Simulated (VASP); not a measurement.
Crystal: Mg8H.

```
CELL_PARAMETERS angstrom
-3.61457 3.61457 3.51368
3.61457 -3.61457 3.51368
3.61457 3.61457 -3.51368
ATOMIC_POSITIONS crystal
Mg 0.00000 0.00000 0.00000
Mg 0.00000 0.00000 0.50000
Mg 0.00000 0.50000 0.00000
Mg 0.00000 0.50000 0.50000
Mg 0.50000 0.00000 0.00000
Mg 0.50000 0.00000 0.50000
Mg 0.50000 0.50000 0.00000
Mg 0.50000 0.50000 0.50000
H 0.12500 0.25000 0.37500
```

```yaml
Program: VASP 6.6.1
Task: relaxation of cell and atoms
Functional: PBE
Potentials_or_basis: VASP PAW PBE potentials, release 64 (Mg, H)
Cutoff: 600 eV
k_mesh: 4 × 4 × 4
Occupations: gaussian, width 0.1 eV
Spin: no spin polarisation
```

At the start: pressure 0.5 GPa; volume 20.40 Å³/atom.

Where does the relaxation end?

Over 31 steps the energy falls by 27.9 meV/atom and the volume is 20.76 Å³/atom (+1.8 %); space group Imm2 (No. 44, to 0.05 Å).

Step by step:
```tsv
step	energy change (eV)	largest force (eV/Å)	pressure (GPa)	volume (Å³)
1	0.0000	0.1959	0.48	183.63
2	-0.0169	0.1177	0.13	185.27
3	-0.0296	0.0679	-0.54	188.68
4	-0.0419	0.0995	-0.26	187.39
5	-0.0460	0.1311	0.00	186.22
6	-0.0508	0.0912	0.05	186.03
7	-0.0546	0.0800	0.18	185.64
8	-0.0587	0.0780	-0.02	186.71
9	-0.0629	0.1026	-0.57	189.74
10	-0.0643	0.1046	-0.57	189.79
11	-0.0686	0.1102	-0.60	189.93
12	-0.0771	0.1207	-0.64	190.22
13	-0.0936	0.1373	-0.71	190.78
14	-0.1163	0.1481	-0.82	191.91
15	-0.1406	0.1279	-0.03	187.74
16	-0.1424	0.1248	0.26	186.34
17	-0.1507	0.0870	0.19	186.71
18	-0.1561	0.1361	0.05	187.59
19	-0.1567	0.1038	0.08	187.37
20	-0.1682	0.1282	-0.08	188.32
21	-0.1830	0.1779	-0.42	190.22
22	-0.1910	0.1764	-0.33	189.74
23	-0.2035	0.1768	-0.06	188.25
24	-0.2148	0.1472	0.01	187.76
25	-0.2305	0.1244	0.26	186.32
26	-0.2360	0.1194	-0.01	187.63
27	-0.2384	0.1128	-0.35	189.37
28	-0.2424	0.0894	-0.27	188.95
29	-0.2476	0.0798	-0.02	187.67
30	-0.2500	0.0497	0.03	187.36
31	-0.2514	0.0121	0.12	186.87
```

Final structure:
```
CELL_PARAMETERS angstrom
-3.78758 3.81453 3.23355
3.78758 -3.81453 3.23355
3.78758 3.81453 -3.23355
ATOMIC_POSITIONS crystal
Mg 0.98877 0.04104 0.02981
Mg 0.04009 0.99569 0.54440
Mg 0.95671 0.50333 0.95338
Mg 0.98877 0.45896 0.44773
Mg 0.45005 0.99667 0.95338
Mg 0.50041 0.95549 0.45590
Mg 0.50041 0.54451 0.04493
Mg 0.54871 0.50431 0.54440
H 0.15108 0.25000 0.40108
```
